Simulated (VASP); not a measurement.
A run of VASP 6.6.1 is set up as follows.

POSCAR

```
S
1.0
    6.2247845286      0.0000000000      0.0000000000
   -3.1123922643      5.3908215349      0.0000000000
    0.0000000000      0.0000000000      2.1150822146
S
3
Direct
    0.0000000000      0.0000000000      0.0000000000
    0.3333333333      0.6666666667      0.5000000000
    0.6666666667      0.3333333333      0.5000000000
```

File INCAR.step1:

```
PREC = Accurate
ENCUT = 520
ISMEAR = 0
SIGMA = 0.1
LREAL = False
LASPH = True
NELM = 100
NBANDS = 16
GGA = PE
ALGO = Normal
EDIFF = 1E-4
LWAVE = True
LCHARG = False
```

Contents of INCAR.step2:

```
PREC = Accurate
ENCUT = 520
EDIFF = 1E-6
ISMEAR = 0
SIGMA = 0.1
LREAL = False
LASPH = True
NELM = 100
ALGO = Normal
ISIF = 2
LWAVE = False
LCHARG = False
METAGGA = R2SCAN
LMIXTAU = True
NBANDS = 16
ISTART = 1
```

File KPOINTS:

```
regular mesh
0
Gamma
  6 6 6
```

Potentials or basis: VASP PAW PBE potentials, release 64 (S).

Run with:

```console
$ cat potpaw_PBE.64/S/POTCAR > POTCAR
$ cp INCAR.step1 INCAR
$ mpirun -np 1 vasp_std > vasp.out
$ cp INCAR.step2 INCAR
$ mpirun -np 1 vasp_std > vasp.out
```

(1) What does it give for the pressure?

(2) What does it give for the band gap on the k mesh?

Answers

(1) -0.4 GPa.

(2) zero (bands 9 and 10 overlap by 2.67 eV).

Caveat: the k points lie up to 0.50 Å⁻¹ apart, too coarse for converged energies and pressures of a metal; the PAW data sets were made with another functional, which shifts forces and pressure a little.
